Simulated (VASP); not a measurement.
## PtSe2: single point with PBE

PtSe2, a slab with vacuum:

```
Se Pt
1.0
     3.74809    0.00000    0.00000
    -1.87404    3.24594    0.00000
     0.00000    0.00000   25.23182
Se Pt
2 1
Cartesian
  1.8740 1.0820 11.3080
  0.0000 2.1640 13.9239
  0.0000 0.0000 12.6159
```

```
Program             : VASP 6.6.1
Task                : single point
Functional          : PBE
Potentials or basis : VASP PAW PBE potentials, release 64 (Se, Pt)
Cutoff              : 400 eV
k mesh              : 12 × 12 × 1
Occupations         : gaussian, width 0.02 eV
Spin                : non-collinear spin, zero start, spin-orbit coupling
Starting moments    : [[0.0, 0.0, 0.0], [0.0, 0.0, 0.0], [0.0, 0.0, 0.0]] μB
```

```yaml
Largest_force: 0.034 eV/Å
Net_moment: 0.00 μB per cell
Valence_electrons_inside_the_program's_atomic_spheres: Se 3.77; Pt 9.33
```

Forces in eV/Å, atoms in the order of the input:
```
Se   0.000  0.000 -0.034
Se   0.000  0.000  0.034
Pt   0.000  0.000  0.000
```

Moments on the atoms (μB; x, y, z):
```
Se  0.00 0.00 0.00
Se  0.00 0.00 0.00
Pt  0.00 0.00 0.00
```

It took 4.7 min on 1 thread of Intel(R) Xeon(R) 6975P-C (Granite Rapids), with other jobs on the host, peak memory 0.77 GiB.
